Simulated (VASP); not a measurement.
A run of VASP 6.6.1 is set up as follows.

File INCAR:

```
  PREC = Accurate
  ENCUT = 600
  EDIFF = 1E-7
  ISMEAR = 0
  SIGMA = 0.01
  LREAL = F
  LASPH = T
  NELM = 100
  ALGO = Normal
  ISIF = 3
  LWAVE = F
  LCHARG = F
  GGA = PS
  IBRION = 2
  NSW = 80
  EDIFFG = -0.01
```

Contents of KPOINTS:

```
regular mesh
0
Gamma
  6 6 6
```

The input POSCAR:

```
CaSe
1.0
    0.0000000000      3.3000000000      3.3000000000
    3.3000000000      0.0000000000      3.3000000000
    3.3000000000      3.3000000000      0.0000000000
Ca Se
1 1
Direct
    0.0000000000      0.0000000000      0.0000000000
    0.7500000000      0.7500000000      0.7500000000
```

Potentials or basis: VASP PAW PBE potentials, release 64 (Ca_sv, Se).

Run with:

```bash
$ cat potpaw_PBE.64/Ca_sv/POTCAR potpaw_PBE.64/Se/POTCAR > POTCAR
$ mpirun -np 1 vasp_std > vasp.out
```

Problem. Estimate the relaxed cell.

Solution. a = 4.604 Å, b = 4.604 Å, c = 4.604 Å, α = 60.00°, β = 60.00°, γ = 60.00°.

Problem. What does it give for the band gap on the k mesh?

Solution. 3.13 eV (least direct gap 3.23 eV).

Problem. Estimate the space group after relaxing (to 0.1 Å).

Solution. F-43m (No. 216).

Problem. Estimate the relaxed volume.

Solution. 34.50 Å³/atom.

Final structure:
```
Ca Se
1.0
     0.00000    3.25547    3.25547
     3.25547    0.00000    3.25547
     3.25547    3.25547    0.00000
Ca Se
1 1
Direct
  0.00000 0.00000 0.00000
  0.75000 0.75000 0.75000
```

Caveat: the PAW data sets were made with another functional, which shifts forces and pressure a little. A k mesh can miss the band edges.
